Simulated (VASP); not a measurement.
# HfTi3N4 (P4/mmm) in VASP: further runs, part 2 of 2

VASP 6.6.1. Earlier steps stand in the parts before.

## (4) Single point, PBE

INCAR

```
SYSTEM = HfTi3N4
PREC = Accurate
ENCUT = 520
EDIFF = 1E-6
ISMEAR = 0
SIGMA = 0.1
LREAL = .False.
LASPH = .True.
NELM = 80
ALGO = Normal
ISIF = 2
LWAVE = .False.
LCHARG = .True.
GGA = PE
LELF = .True.
LVHAR = .True.
NBANDS = 43
```

KPOINTS

```
regular mesh
0
Gamma
  12 12 6
  0 0 0
```

POSCAR

```
HfTi3N4
1.0
    3.0737782000      0.0000000000      0.0000000000
    0.0000000000      3.0737782000      0.0000000000
    0.0000000000      0.0000000000      8.6756986000
Hf Ti N
1 3 4
Direct
    0.0000000000      0.0000000000      0.0000000000
    0.5000000000      0.5000000000      0.2637360000
    0.0000000000      0.0000000000      0.5000000000
    0.5000000000      0.5000000000      0.7362640000
    0.0000000000      0.0000000000      0.2557940000
    0.5000000000      0.5000000000      0.5000000000
    0.0000000000      0.0000000000      0.7442060000
    0.5000000000      0.5000000000      0.0000000000
```

Potentials or basis: VASP PAW PBE potentials, release 64 (Hf_pv, Ti_sv, N).

The run is started by

```bash
cat potpaw_PBE.64/Hf_pv/POTCAR potpaw_PBE.64/Ti_sv/POTCAR potpaw_PBE.64/N/POTCAR > POTCAR
mpirun -np 1 vasp_std > vasp.out
```

OUTCAR:

```text
SYSTEM = HfTi3N4
   PREC = Accurate
   ENCUT = 520
   EDIFF = 1E-6
   ISMEAR = 0
   LREAL = .False.
   LASPH = .True.
   NELM = 80
   ISIF = 2
   GGA = PE

 ion  position               nearest neighbor table
   1  0.000  0.000  0.000-   8 2.17   8 2.17   8 2.17   8 2.17   5 2.22   7 2.22   4 3.16   4 3.16
                             2 3.16   4 3.16   2 3.16   2 3.16   4 3.16   2 3.16
   2  0.500  0.500  0.264-   6 2.05   5 2.17   5 2.17   5 2.17   5 2.17   8 2.29   1 3.16   1 3.16
                             1 3.16   1 3.16
   3  0.000  0.000  0.500-   5 2.12   7 2.12   6 2.17   6 2.17   6 2.17   6 2.17
   4  0.500  0.500  0.736-   6 2.05   7 2.17   7 2.17   7 2.17   7 2.17   8 2.29   1 3.16   1 3.16
                             1 3.16   1 3.16
[... 1323 lines left out ...]
  external PRESSURE =      -3.8249052 kB  Pullay stress =       0.0000000 kB

 VOLUME and BASIS-vectors are now :
 -----------------------------------------------------------------------------
  energy-cutoff  :      520.00
  volume of cell :       81.97
      direct lattice vectors                 reciprocal lattice vectors
     3.073778200  0.000000000  0.000000000     0.325332517  0.000000000  0.000000000
     0.000000000  3.073778200  0.000000000     0.000000000  0.325332517  0.000000000
     0.000000000  0.000000000  8.675698600     0.000000000  0.000000000  0.115264493

 POSITION                                       TOTAL-FORCE (eV/Angst)
 -----------------------------------------------------------------------------------
      0.00000      0.00000      0.00000         0.000000     -0.000000      0.000000
      1.53689      1.53689      2.28809        -0.000000      0.000000     -0.024364
      0.00000      0.00000      4.33785         0.000000     -0.000000      0.000000
      1.53689      1.53689      6.38760         0.000000      0.000000      0.024364
      0.00000      0.00000      2.21919         0.000000     -0.000000     -0.076001
      1.53689      1.53689      4.33785         0.000000     -0.000000      0.000000
      0.00000      0.00000      6.45651         0.000000     -0.000000      0.076001
      1.53689      1.53689      0.00000         0.000000     -0.000000      0.000000
 -----------------------------------------------------------------------------------
    total drift:                                0.000000     -0.000000     -0.000000

  FREE ENERGIE OF THE ION-ELECTRON SYSTEM (eV)
  ---------------------------------------------------
  free  energy   TOTEN  =       -80.5272029273 eV

  energy  without entropy=      -80.5113690340  energy(sigma->0) =      -80.51928598
```

OSZICAR:

```text
N       E                     dE             d eps       ncg     rms          rms(c)
DAV:   1     0.865942156787E+03    0.86594E+03   -0.32578E+04  9728   0.184E+03
DAV:   2     0.465881617862E+02   -0.81935E+03   -0.78431E+03  9715   0.561E+02
DAV:   3    -0.887382441133E+02   -0.13533E+03   -0.13137E+03 14011   0.195E+02
DAV:   4    -0.988343561410E+02   -0.10096E+02   -0.99613E+01 14265   0.523E+01
DAV:   5    -0.993426990699E+02   -0.50834E+00   -0.50773E+00 14256   0.102E+01    0.670E+01
DAV:   6    -0.818565312555E+02    0.17486E+02   -0.13485E+02 13828   0.736E+01    0.444E+01
DAV:   7    -0.814699556763E+02    0.38658E+00   -0.37463E+01 14381   0.397E+01    0.335E+01
DAV:   8    -0.818591609262E+02   -0.38921E+00   -0.18300E+01 14680   0.267E+01    0.108E+01
DAV:   9    -0.816722562524E+02    0.18690E+00   -0.26916E+01 14327   0.256E+01    0.882E+00
DAV:  10    -0.805952337214E+02    0.10770E+01   -0.37378E+00 13661   0.124E+01    0.281E+00
DAV:  11    -0.805333066781E+02    0.61927E-01   -0.72447E-01 14888   0.501E+00    0.139E+00
DAV:  12    -0.805321167513E+02    0.11899E-02   -0.84142E-02 12385   0.182E+00    0.662E-01
DAV:  13    -0.805271360219E+02    0.49807E-02   -0.20751E-02 14044   0.152E+00    0.192E-01
DAV:  14    -0.805272701942E+02   -0.13417E-03   -0.12768E-03 12698   0.246E-01    0.128E-01
DAV:  15    -0.805272001220E+02    0.70072E-04   -0.43997E-04 13050   0.178E-01    0.364E-02
DAV:  16    -0.805272026535E+02   -0.25315E-05   -0.49400E-05 14404   0.514E-02    0.106E-02
DAV:  17    -0.805272029273E+02   -0.27381E-06   -0.56174E-06 12161   0.135E-02
   1 F= -.80527203E+02 E0= -.80519286E+02  d E =-.158339E-01
```

stdout:

```text
POSCAR found type information on POSCAR HfTiN
 POSCAR found :  3 types and       8 ions
 scaLAPACK will be used
 LDA part: xc-table for (Slater+PW92), standard interpolation
 POSCAR, INCAR and KPOINTS ok, starting setup
 FFT: planning ... GRIDC
 FFT: planning ... GRID_SOFT
 FFT: planning ... GRID
 WAVECAR not read
 entering main loop
```

It took 3.6 min on 1 thread of AMD EPYC 9R45 (Zen 5), shared host; peak memory 0.41 GiB.

What came out:

- Free energy: -80.5272 eV
- Pressure: -0.4 GPa
- Largest force: 0.076 eV/Å
- Band gap on the k mesh: zero (band 33 reaches 11.47 eV, above the bottom of band 34 at 8.38 eV)

Forces on the atoms (eV/Å):
```
Hf   0.000  0.000  0.000
Ti   0.000  0.000 -0.024
Ti   0.000  0.000  0.000
Ti   0.000  0.000  0.024
N    0.000  0.000 -0.076
N    0.000  0.000  0.000
N    0.000  0.000  0.076
N    0.000  0.000  0.000
```

Caveat: spin-orbit coupling is left out, which moves the levels of the heavy elements.

## (5) Single point, PBE, collinear spin, ferromagnetic start

INCAR

```
PREC     = Accurate       # precision mode
ENCUT    = 520            # plane-wave cutoff, eV
EDIFF    = 1E-6           # SCF threshold, eV
ISMEAR   = 0              # smearing method
SIGMA    = 0.1            # smearing width, eV
LREAL    = F              # projectors in reciprocal space
LASPH    = T              # aspherical terms in the spheres
NELM     = 150            # most SCF steps
ALGO     = Normal         # electronic algorithm
ISIF     = 2              # what is computed and relaxed
LWAVE    = F              # write WAVECAR
LCHARG   = T              # write CHGCAR
ISPIN    = 2              # spin polarisation
MAGMOM   = 0 1 1 1 0 0 0 0 # initial moments
LORBIT   = 11             # projections on sites
LMAXMIX  = 4              # l up to which the mixer works
GGA      = PE             # functional
LELF     = T              # ELF
LVHAR    = T            
NBANDS   = 47             # bands
```

KPOINTS

```
Automatic mesh
0
Gamma
  6 6 2
```

POSCAR is that of step 4.

Potentials or basis: VASP PAW PBE potentials, release 64 (Hf_pv, Ti_sv, N).

The run is started by

```bash
cat potpaw_PBE.64/Hf_pv/POTCAR potpaw_PBE.64/Ti_sv/POTCAR potpaw_PBE.64/N/POTCAR > POTCAR
mpirun -np 1 vasp_std > vasp.out
```

OUTCAR:

```text
PREC = Accurate
   ENCUT = 520
   EDIFF = 1E-6
   ISMEAR = 0
   LREAL = F
   LASPH = T
   NELM = 150
   ISIF = 2
   ISPIN = 2
   LORBIT = 11
   GGA = PE

 ion  position               nearest neighbor table
   1  0.000  0.000  0.000-   8 2.17   8 2.17   8 2.17   8 2.17   5 2.22   7 2.22   4 3.16   4 3.16
                             2 3.16   4 3.16   2 3.16   2 3.16   4 3.16   2 3.16
   2  0.500  0.500  0.264-   6 2.05   5 2.17   5 2.17   5 2.17   5 2.17   8 2.29   1 3.16   1 3.16
                             1 3.16   1 3.16
   3  0.000  0.000  0.500-   5 2.12   7 2.12   6 2.17   6 2.17   6 2.17   6 2.17
   4  0.500  0.500  0.736-   6 2.05   7 2.17   7 2.17   7 2.17   7 2.17   8 2.29   1 3.16   1 3.16
                             1 3.16   1 3.16
   5  0.000  0.000  0.256-   3 2.12   2 2.17   2 2.17   2 2.17   2 2.17   1 2.22
   6  0.500  0.500  0.500-   2 2.05   4 2.05   3 2.17   3 2.17   3 2.17   3 2.17
   7  0.000  0.000  0.744-   3 2.12   4 2.17   4 2.17   4 2.17   4 2.17   1 2.22
   8  0.500  0.500  0.000-   1 2.17   1 2.17   1 2.17   1 2.17   4 2.29   2 2.29

  LATTYP: Found a simple tetragonal cell.
 ALAT       =     3.0737782000
 C/A-ratio  =     2.8224868665

  Lattice vectors:

 A1 = (   3.0737782000,   0.0000000000,   0.0000000000)
 A2 = (   0.0000000000,   3.0737782000,   0.0000000000)
 A3 = (   0.0000000000,   0.0000000000,   8.6756986000)

Analysis of symmetry for initial positions (statically):
=====================================================================
 Subroutine PRICEL returns:
 Original cell was already a primitive cell.

 Routine SETGRP: Setting up the symmetry group for a
 simple tetragonal supercell.

 Subroutine GETGRP returns: Found 16 space group operations
 (whereof 16 operations were pure point group operations)
 out of a pool of 16 trial point group operations.

The static configuration has the point symmetry D_4h.

Analysis of symmetry for dynamics (positions and initial velocities):
=====================================================================
 Subroutine PRICEL returns:
 Original cell was already a primitive cell.

 Routine SETGRP: Setting up the symmetry group for a
 simple tetragonal supercell.

 Subroutine GETGRP returns: Found 16 space group operations
 (whereof 16 operations were pure point group operations)
 out of a pool of 16 trial point group operations.

The dynamic configuration has the point symmetry D_4h.

Analysis of structural, dynamic, and magnetic symmetry:
=====================================================================
 Subroutine PRICEL returns:
 Original cell was already a primitive cell.

 Routine SETGRP: Setting up the symmetry group for a
 simple tetragonal supercell.

 Subroutine GETGRP returns: Found 16 space group operations
 (whereof 16 operations were pure point group operations)
 out of a pool of 16 trial point group operations.

The overall configuration has the point symmetry D_4h.

 Subroutine INISYM returns: Found 16 space group operations
 (whereof 16 operations are pure point group operations),
 and found     1 'primitive' translations

----------------------------------------------------------------------------------------

                                     Primitive cell

  volume of cell :      81.9690

  direct lattice vectors                    reciprocal lattice vectors
     3.073778200  0.000000000  0.000000000     0.325332517  0.000000000  0.000000000
     0.000000000  3.073778200  0.000000000     0.000000000  0.325332517  0.000000000
     0.000000000  0.000000000  8.675698600     0.000000000  0.000000000  0.115264493
[... 110 lines left out ...]
     AMIX     =   0.40;   BMIX     =  1.00
     AMIX_MAG =   1.60;   BMIX_MAG =  1.00
  volume/ion in A,a.u.               =      10.25        69.14
  Fermi-wavevector in a.u.,A,eV,Ry     =   1.523022  2.878095 31.560039  2.319597
  Thomas-Fermi vector in A             =   2.631522
   LORBIT       =     11    0 simple, 1 ext, 2 COOP (PROOUT), +10 PAW based schemes
   GGA     = PE    functional components
   LHFCALC =     F    Hartree Fock is set to
   AEXX    =    0.0000 exact exchange contribution
   IVDW    =     0    specifies the selected vdW correction
   LEPSILON=     F    determine dielectric tensor
   LRPA    =     F    only Hartree local field effects (RPA)
 spin polarized calculation
 Gauss-broadening in eV      SIGMA  =   0.10
  energy-cutoff  :      520.00
  volume of cell :       81.97
 maximum number of plane-waves:      2232
 NGX is ok and might be reduce to    24
   NGX = 11   NGY = 11   NGZ = 33

 number of electron      66.0000021 magnetization       1.0074583

 number of electron      66.0000020 magnetization      -0.0001319

 Free energy of the ion-electron system (eV)
  ---------------------------------------------------
  ext. energy  EPLUGINS =         0.00000000
  ---------------------------------------------------
  free energy    TOTEN  =       -80.52659065 eV

  energy without entropy =      -80.50666005  energy(sigma->0) =      -80.51662535

 E-fermi :  10.2268     XC(G=0): -12.8108

 val. band max:       10.2079516353   @ k =   0.1667   0.0000   0.5000
 cond. band min:      10.2587997609   @ k =   0.1667   0.1667   0.0000
 fundamental gap:      0.0508481255
 Fermi energy:        10.2267940832

 spin component 1

 k-point     1 :       0.0000    0.0000    0.0000
  band No.  band energies     occupation
      1     -47.6514      1.00000
      2     -47.6282      1.00000
      3     -47.5344      1.00000
      4     -24.0612      1.00000
      5     -23.9469      1.00000
      6     -23.8600      1.00000
[... 949 lines left out ...]
     44      13.0820      0.00000
     45      13.0820      0.00000
 Fermi energy:        10.2267940832

 spin component 2

 k-point     1 :       0.0000    0.0000    0.0000
  band No.  band energies     occupation
      1     -47.6514      1.00000
      2     -47.6283      1.00000
      3     -47.5345      1.00000
      4     -24.0612      1.00000
      5     -23.9469      1.00000
      6     -23.8601      1.00000
[... 949 lines left out ...]
     44      13.0819      0.00000
     45      13.0819      0.00000
 [bands above 45 left out]

------------------------ aborting loop because EDIFF is reached ----------------------------------------

  FORCE on cell =-STRESS in cart. coord.  units (eV):
  Direction    XX          YY          ZZ          XY          YZ          ZX
  --------------------------------------------------------------------------------------
  -------------------------------------------------------------------------------------
  Total       -0.3369950     -0.3369950      0.0778171      0.0000000      0.0000000      0.0000000
  in kB       -6.5869516     -6.5869516      1.5210236      0.0000000      0.0000000      0.0000000
  external PRESSURE =      -3.8842932 kB  Pullay stress =       0.0000000 kB

 VOLUME and BASIS-vectors are now :
 -----------------------------------------------------------------------------
  energy-cutoff  :      520.00
  volume of cell :       81.97
      direct lattice vectors                 reciprocal lattice vectors
     3.073778200  0.000000000  0.000000000     0.325332517  0.000000000  0.000000000
     0.000000000  3.073778200  0.000000000     0.000000000  0.325332517  0.000000000
     0.000000000  0.000000000  8.675698600     0.000000000  0.000000000  0.115264493

 POSITION                                       TOTAL-FORCE (eV/Angst)
 -----------------------------------------------------------------------------------
      0.00000      0.00000      0.00000        -0.000000     -0.000000      0.000000
      1.53689      1.53689      2.28809        -0.000000      0.000000      0.018895
      0.00000      0.00000      4.33785        -0.000000     -0.000000      0.000000
      1.53689      1.53689      6.38760         0.000000      0.000000     -0.018895
      0.00000      0.00000      2.21919         0.000000     -0.000000     -0.070866
      1.53689      1.53689      4.33785        -0.000000     -0.000000      0.000000
      0.00000      0.00000      6.45651         0.000000     -0.000000      0.070866
      1.53689      1.53689      0.00000        -0.000000     -0.000000      0.000000
 -----------------------------------------------------------------------------------
    total drift:                                0.000000     -0.000000     -0.000000

  FREE ENERGIE OF THE ION-ELECTRON SYSTEM (eV)
  ---------------------------------------------------
  free  energy   TOTEN  =       -80.5265906541 eV

  energy  without entropy=      -80.5066600472  energy(sigma->0) =      -80.51662535

 total charge

# of ion       s       p       d       tot
------------------------------------------
    1        0.324   6.696   1.791   8.811
    2        2.171   6.196   1.944  10.312
    3        2.171   6.205   1.951  10.327
    4        2.171   6.196   1.944  10.312
    5        1.240   2.490   0.000   3.730
    6        1.245   2.496   0.000   3.741
    7        1.240   2.490   0.000   3.730
    8        1.244   2.539   0.000   3.783
--------------------------------------------------
tot         11.807  35.308   7.629  54.744

 magnetization (x)

# of ion       s       p       d       tot
------------------------------------------
    1       -0.000  -0.000  -0.000  -0.000
    2       -0.000  -0.000  -0.000  -0.000
    3       -0.000  -0.000  -0.000  -0.000
    4       -0.000  -0.000  -0.000  -0.000
    5        0.000   0.000   0.000   0.000
    6        0.000   0.000   0.000   0.000
    7        0.000   0.000   0.000   0.000
    8        0.000   0.000   0.000   0.000
--------------------------------------------------
tot         -0.000   0.000  -0.000  -0.000
```

It took 97 s on 1 thread of AMD EPYC 9R45 (Zen 5), shared host; peak memory 0.26 GiB.

What came out:

```
Free energy                                           : -80.5266 eV
Pressure                                              : -0.4 GPa
Largest force                                         : 0.071 eV/Å
Band gap on the k mesh                                : zero (filled and empty bands overlap)
Net moment                                            : 0.00 μB per cell
Valence electrons inside the program's atomic spheres : Hf 8.81; Ti 10.31, 10.33; N 3.73, 3.74, 3.78
```

Forces in eV/Å, atoms in the order of the input:
```
Hf   0.000  0.000  0.000
Ti   0.000  0.000  0.019
Ti   0.000  0.000  0.000
Ti   0.000  0.000 -0.019
N    0.000  0.000 -0.071
N    0.000  0.000  0.000
N    0.000  0.000  0.071
N    0.000  0.000  0.000
```

Levels at points of the mesh, in eV from the Fermi level:
Spin up:
```csv
k point,band 29,band 30,band 31,band 32,band 33,band 34,band 35,band 36,band 37,band 38
"(0.00, 0.00, 0.00)",-3.10,-2.25,-2.23,-2.23,-2.07,-1.86,-0.53,-0.53,-0.46,0.52
"(0.50, 0.00, 0.00)",-5.14,-4.95,-4.65,0.77,1.21,1.39,1.44,1.52,1.55,1.56
"(0.50, 0.50, 0.00)",-3.18,-3.18,-3.02,-3.01,-3.01,0.86,0.86,1.41,1.41,1.51
"(0.00, 0.00, 0.50)",-2.90,-2.86,-2.74,-2.74,-2.72,-1.10,-0.81,0.13,0.13,0.54
"(0.50, 0.00, 0.50)",-5.11,-5.09,-4.89,1.04,1.07,1.26,1.27,1.29,1.30,1.60
"(0.50, 0.50, 0.50)",-4.22,-4.11,-4.11,-1.44,-1.44,-0.68,-0.68,2.06,2.13,2.14
```
Spin down:
```tsv
k point	band 29	band 30	band 31	band 32	band 33	band 34	band 35	band 36	band 37	band 38
(0.00, 0.00, 0.00)	-3.10	-2.25	-2.23	-2.23	-2.07	-1.86	-0.53	-0.53	-0.46	0.52
(0.50, 0.00, 0.00)	-5.14	-4.95	-4.65	0.77	1.21	1.39	1.44	1.52	1.55	1.56
(0.50, 0.50, 0.00)	-3.18	-3.18	-3.02	-3.01	-3.01	0.86	0.86	1.41	1.41	1.51
(0.00, 0.00, 0.50)	-2.90	-2.86	-2.74	-2.74	-2.72	-1.10	-0.81	0.13	0.13	0.54
(0.50, 0.00, 0.50)	-5.11	-5.09	-4.89	1.04	1.07	1.26	1.27	1.29	1.30	1.60
(0.50, 0.50, 0.50)	-4.22	-4.11	-4.11	-1.44	-1.44	-0.68	-0.68	2.06	2.13	2.14
```

Caveat: the k points lie up to 0.36 Å⁻¹ apart; spin-orbit coupling is left out, which moves the levels of the heavy elements.

## (6) Summary

```tsv
spin	k mesh	smearing	gap on the mesh (eV)	pressure (GPa)	largest force (eV/Å)
off	6 × 6 × 2	gaussian 0.1 eV	none	-0.4	0.07
off	8 × 8 × 4	gaussian 0.2 eV	none	-0.2	0.08
off	12 × 12 × 6	gaussian 0.1 eV	none	-0.4	0.08
collinear, ferromagnetic start	6 × 6 × 2	gaussian 0.1 eV	none	-0.4	0.07
```

Alike in all rows: task single point; level PBE; potentials or basis VASP PAW PBE potentials, release 64 (Hf_pv, Ti_sv, N); cell as given; cutoff (eV) 520.

Caveats: some runs use coarse meshes; spin-orbit coupling is left out, which moves the levels of the heavy elements.

Total energies depend on the potentials used, so only differences within one code and one set of settings carry meaning.
